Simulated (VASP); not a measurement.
# Zr (P6_3/mmc) in VASP: single point with PBEsol

Aim: the single point of Zr with PBEsol.

All numbers are computed with VASP 6.6.1; they aren't measurements. Logs are shortened: lines on timing, memory, paths and dates and some standing lists are left out, and cuts for length are marked.

## Step 1: The cell of the first run

It takes space group P6_3/mmc (No. 194, hexagonal). Conventional cell: a = 3.187 Å, b = 3.187 Å, c = 5.107 Å, α = 90.00°, β = 90.00°, γ = 120.00°. Zr (site symmetry -6m2) has 12 Zr at 3.15 to 3.19 Å within 4.1 Å.

## Step 2: Single point, PBEsol

The input, INCAR:

```
SYSTEM = Zr
PREC = Accurate
ENCUT = 520
EDIFF = 1E-6
ISMEAR = 0
SIGMA = 0.05
LREAL = .False.
LASPH = .True.
NELM = 60
ALGO = Normal
ISIF = 2
LWAVE = .False.
LCHARG = .True.
GGA = PS
LELF = .True.
LVHAR = .True.
NBANDS = 19
```

The input, KPOINTS:

```
Automatic mesh
0
Gamma
  16 16 8
  0 0 0
```

The input, POSCAR:

```
Zr
1.0
    3.1873842266      0.0000000000      0.0000000000
   -1.5936921133      2.7603557118      0.0000000000
    0.0000000000      0.0000000000      5.1073974571
Zr
2
Direct
    0.3333333333      0.6666666667      0.7500000000
    0.6666666667      0.3333333333      0.2500000000
```

Potentials or basis: VASP PAW PBE potentials, release 64 (Zr_sv).

Run with:

```sh
cat potpaw_PBE.64/Zr_sv/POTCAR > POTCAR
mpirun -np 1 vasp_std > vasp.out
```

OUTCAR:

```text
SYSTEM = Zr
   PREC = Accurate
   ENCUT = 520
   EDIFF = 1E-6
   ISMEAR = 0
   LREAL = .False.
   LASPH = .True.
   NELM = 60
   ISIF = 2
   GGA = PS

 ion  position               nearest neighbor table
   1  0.333  0.667  0.750-   2 3.15   2 3.15   2 3.15   2 3.15   2 3.15   2 3.15
   2  0.667  0.333  0.250-   1 3.15   1 3.15   1 3.15   1 3.15   1 3.15   1 3.15

  LATTYP: Found a hexagonal cell.
 ALAT       =     3.1873842266
 C/A-ratio  =     1.6023789710

  Lattice vectors:

 A1 = (   3.1873842266,   0.0000000000,   0.0000000000)
 A2 = (  -1.5936921133,   2.7603557118,   0.0000000000)
 A3 = (   0.0000000000,   0.0000000000,   5.1073974571)

Analysis of symmetry for initial positions (statically):
=====================================================================
 Subroutine PRICEL returns:
 Original cell was already a primitive cell.

 Routine SETGRP: Setting up the symmetry group for a
 hexagonal supercell.

 Subroutine GETGRP returns: Found 24 space group operations
 (whereof 12 operations were pure point group operations)
 out of a pool of 24 trial point group operations.

The static configuration has the point symmetry D_3d.
 The point group associated with its full space group is D_6h.

Analysis of symmetry for dynamics (positions and initial velocities):
=====================================================================
 Subroutine PRICEL returns:
 Original cell was already a primitive cell.

 Routine SETGRP: Setting up the symmetry group for a
 hexagonal supercell.

 Subroutine GETGRP returns: Found 24 space group operations
 (whereof 12 operations were pure point group operations)
 out of a pool of 24 trial point group operations.

The dynamic configuration has the point symmetry D_3d.
 The point group associated with its full space group is D_6h.

 Subroutine INISYM returns: Found 24 space group operations
 (whereof 12 operations are pure point group operations),
 and found     1 'primitive' translations

----------------------------------------------------------------------------------------

                                     Primitive cell

  volume of cell :      44.9365

  direct lattice vectors                    reciprocal lattice vectors
     3.187384227  0.000000000  0.000000000     0.313736885  0.181136075  0.000000000
    -1.593692113  2.760355712  0.000000000     0.000000000  0.362272151  0.000000000
[... 76 lines left out ...]
   PREC   = accura    normal or accurate (medium, high low for compatibility)
   ISTART =      0    job   : 0-new  1-cont  2-samecut
   ICHARG =      2    charge: 1-file 2-atom 10-const
   ISPIN  =      1    spin polarized calculation?
   LNONCOLLINEAR =      F non collinear calculations
   LSORBIT =      F    spin-orbit coupling
   LASPH  =      T    aspherical Exc in radial PAW
   ENCUT  =  520.0 eV  38.22 Ry    6.18 a.u.   5.93  5.93  9.50*2*pi/ulx,y,z
   NELM   =     60;   NELMIN=  2; NELMDL= -5     # of ELM steps
   EDIFF  = 0.1E-05   stopping-criterion for ELM
   LREAL  =      F    real-space projection
   EDIFFG = 0.1E-04   stopping-criterion for IOM
   NSW    =      0    number of steps for IOM
   IBRION =     -1    ionic relax: 0-MD 1-quasi-New 2-CG
   NFREE  =      0    steps in history (QN), initial steepest desc. (CG)
   ISIF   =      2    stress and relaxation
   ISYM   =      2    0-nonsym 1-usesym 2-fastsym
   POTIM  = 0.5000    time-step for ionic-motion
   TEBEG  =    0.0;   TEEND  =   0.0 temperature during run
   PSTRESS=    0.0 pullay stress
   NELECT =      24.0000    total number of electrons
   NUPDOWN=      -1.0000    fix difference up-down
   EMIN   =  10.00;   EMAX   =-10.00  energy-range for DOS
   EFERMI =   0.00;   METHOD = LEGACY
   ISMEAR =     0;   SIGMA  =   0.05  broadening in eV -4-tet -1-fermi 0-gaus
   EFERMI_NEDOS =   21; number of points for ismear=-14 and -15
   IALGO  =     38    algorithm
   IMIX   =      4    mixing-type and parameters
     AMIX     =   0.40;   BMIX     =  1.00
     AMIX_MAG =   1.60;   BMIX_MAG =  1.00
  volume/ion in A,a.u.               =      22.47       151.62
  Fermi-wavevector in a.u.,A,eV,Ry     =   1.328247  2.510023 24.003947  1.764240
  Thomas-Fermi vector in A             =   2.457499
   LORBIT       =      0    0 simple, 1 ext, 2 COOP (PROOUT), +10 PAW based schemes
   GGA     = PS    functional components
   LHFCALC =     F    Hartree Fock is set to
   AEXX    =    0.0000 exact exchange contribution
   IVDW    =     0    specifies the selected vdW correction
   LEPSILON=     F    determine dielectric tensor
   LRPA    =     F    only Hartree local field effects (RPA)
 non-spin polarized calculation
 Gauss-broadening in eV      SIGMA  =   0.05
  energy-cutoff  :      520.00
  volume of cell :       44.94
 maximum number of plane-waves:      1228
 NGX is ok and might be reduce to    24
   NGX = 11   NGY = 11   NGZ = 19

 number of electron      24.0000000 magnetization

 Free energy of the ion-electron system (eV)
  ---------------------------------------------------
  ext. energy  EPLUGINS =         0.00000000
  ---------------------------------------------------
  free energy    TOTEN  =       -18.16472757 eV

  energy without entropy =      -18.16212373  energy(sigma->0) =      -18.16342565

 E-fermi :   9.2839     XC(G=0): -11.3660

 val. band max:        9.2789074496   @ k =   0.0000   0.0000   0.5000
 cond. band min:       9.2978269212   @ k =   0.1875   0.1250   0.3750
 fundamental gap:      0.0189194717
 Fermi energy:         9.2838644960

 k-point     1 :       0.0000    0.0000    0.0000
  band No.  band energies     occupation
      1     -39.4037      2.00000
      2     -39.2269      2.00000
      3     -18.0196      2.00000
      4     -17.0350      2.00000
      5     -17.0350      2.00000
      6     -16.8937      2.00000
[... 505 lines left out ...]
      6     -17.2779      2.00000
[... 11 lines left out ...]
     18      14.3575      0.00000
     19      14.6596      0.00000

 [... further k-points ...]
[... 5 lines left out ...]
  --------------------------------------------------------------------------------------
  -------------------------------------------------------------------------------------
  Total        0.0127205      0.0127205      0.0322790      0.0000000      0.0000000      0.0000000
  in kB        0.4535391      0.4535391      1.1508831      0.0000000      0.0000000      0.0000000
  external PRESSURE =       0.6859871 kB  Pullay stress =       0.0000000 kB

 VOLUME and BASIS-vectors are now :
 -----------------------------------------------------------------------------
  energy-cutoff  :      520.00
  volume of cell :       44.94
      direct lattice vectors                 reciprocal lattice vectors
     3.187384227  0.000000000  0.000000000     0.313736885  0.181136075  0.000000000
    -1.593692113  2.760355712  0.000000000     0.000000000  0.362272151  0.000000000
     0.000000000  0.000000000  5.107397457     0.000000000  0.000000000  0.195794435

 POSITION                                       TOTAL-FORCE (eV/Angst)
 -----------------------------------------------------------------------------------
     -0.00000      1.84024      3.83055        -0.000000      0.000000      0.000000
      1.59369      0.92012      1.27685         0.000000     -0.000000      0.000000
 -----------------------------------------------------------------------------------
    total drift:                                0.000000     -0.000000      0.000000

  FREE ENERGIE OF THE ION-ELECTRON SYSTEM (eV)
  ---------------------------------------------------
  free  energy   TOTEN  =       -18.1647275650 eV

  energy  without entropy=      -18.1621237305  energy(sigma->0) =      -18.16342565
```

stdout:

```text
POSCAR found type information on POSCAR Zr
 POSCAR found :  1 types and       2 ions
 scaLAPACK will be used
 -----------------------------------------------------------------------------
|                                                                             |
|                                                                             |
|     You enforced a specific xc type in the INCAR file but a different       |
|     I HOPE YOU KNOW WHAT YOU ARE DOING!                                     |
|                                                                             |
 -----------------------------------------------------------------------------

 LDA part: xc-table for (Slater+PW92), standard interpolation
 POSCAR, INCAR and KPOINTS ok, starting setup
 FFT: planning ... GRIDC
 FFT: planning ... GRID_SOFT
 FFT: planning ... GRID
 WAVECAR not read
 entering main loop
```

It took 64 s on 1 thread of Intel Xeon Platinum 8259CL at 2.50GHz (Skylake/Cascade Lake), shared host; peak memory 0.23 GiB.

What came out:

- Free energy: -18.1647 eV
- Pressure: 0.1 GPa
- Band gap on the k mesh: zero (band 12 reaches 10.24 eV, above the bottom of band 13 at 8.91 eV)

Caveat: the PAW data sets were made with another functional, which shifts forces and pressure a little.
